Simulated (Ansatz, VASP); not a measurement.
**WC: VASP beside Ansatz**

File INCAR:

```
SYSTEM = WC
ALGO = Normal
EDIFF = 1E-8
ENCUT = 520
GGA = PE
GGA_COMPAT = .False.
ISIF = 2
ISMEAR = -1
LASPH = .True.
LCHARG = .False.
LEFG = .True.
LREAL = .False.
LWAVE = .False.
NBANDS = 16
NELM = 120
PREC = Accurate
SIGMA = 0.05
```

File KPOINTS:

```
k-points
0
Gamma
  10 10 10
  0 0 0
```

Contents of POSCAR:

```
WC
1.0
    0.0000000000      2.3021091000      2.3021091000
    2.3021091000      0.0000000000      2.3021091000
    2.3021091000      2.3021091000      0.0000000000
W C
1 1
Direct
    0.0000000000      0.0000000000      0.0000000000
    0.7500000000      0.7500000000      0.7500000000
```

input.yaml

```yaml
crystal:
  lattice:
    - [0.0, 2.3021091, 2.3021091]
    - [2.3021091, 0.0, 2.3021091]
    - [2.3021091, 2.3021091, 0.0]
  atoms:
    - { symbol: W, position: [0.0, 0.0, 0.0] }
    - { symbol: C, position: [0.75, 0.75, 0.75] }
kpoints:
  mp_grid: { grid: [10, 10, 10] }
scf:
  occupations: { method: fermi_dirac, width: 0.05 }
hamiltonian:
  xc: pbe
  pseudopotentials: { kind: all_electron, datasets: crystal }
output:
  forces: true
  stress: true
  eigenvalues: true
  efg: {}
```

Alike in both runs: task electric field gradients; functional PBE; k mesh 10 × 10 × 10; occupations fermi-dirac, width 0.05 eV; no spin polarisation.

|  | VASP | Ansatz |
| --- | --- | --- |
| version | VASP 6.6.1 | Ansatz 0.2.0 |
| potentials or method | VASP PAW PBE potentials, release 64 (W_sv, C), cutoff 520 eV | all-electron PAW datasets made for the crystal |

VASP gave:

```
gap on the k mesh at the Fermi level (eV) : none
pressure (GPa)                            : 19.0
```

Question: Estimate Ansatz's values.

Answer: gap on the k mesh at the Fermi level (eV): none; pressure (GPa): 17.9.

A gap of «none» marks a metal or a gap that the smearing closes. Ansatz ran all-electron here, and VASP with PAW potentials.

Spin-orbit coupling is off throughout.
